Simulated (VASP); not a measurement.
## Sn: single point with PBE

Crystal: Sn.

```xyz
2
Lattice="0.0000 3.2594 3.2594 3.2594 0.0000 3.2594 3.2594 3.2594 0.0000" Properties=species:S:1:pos:R:3 pbc="T T T"
Sn    0.0000    0.0000    0.0000
Sn    1.6297    1.6297    1.6297
```

This cell differs from its parent crystal: volume scaled by 0.94.

```json
{
  "Program": "VASP 6.6.1",
  "Task": "single point",
  "Functional": "PBE",
  "Potentials or basis": "VASP PAW PBE potentials, release 64 (Sn_d)",
  "Cutoff": "520 eV",
  "k mesh": "12 × 12 × 12",
  "Occupations": "gaussian, width 0.1 eV",
  "Spin": "no spin polarisation"
}
```

| Quantity | Value |
| --- | --- |
| Pressure | 2.5 GPa |
| Band gap on the k mesh | zero (band 14 reaches 5.59 eV, above the bottom of band 15 at 5.47 eV) |

Levels at points of the mesh, in eV from the Fermi level:
| k point | band 11 | band 12 | band 13 | band 14 | band 15 | band 16 | band 17 | band 18 |
| --- | --- | --- | --- | --- | --- | --- | --- | --- |
| (0.00, 0.00, 0.00) | -10.52 | -0.74 | 0.08 | 0.08 | 0.08 | 2.15 | 2.15 | 2.15 |
| (0.50, 0.00, 0.00) | -8.93 | -6.25 | -1.10 | -1.10 | -0.04 | 3.22 | 3.22 | 5.65 |
| (0.50, 0.50, 0.00) | -7.47 | -7.47 | -2.42 | -2.42 | 0.83 | 0.83 | 7.63 | 7.63 |

Wall time 83 s on 1 thread of Intel(R) Xeon(R) Platinum 8375C CPU @ 2.90GHz (Ice Lake), on a shared host, peak memory 0.24 GiB.

Caveat: spin-orbit coupling is left out, which moves the levels of the heavy elements.
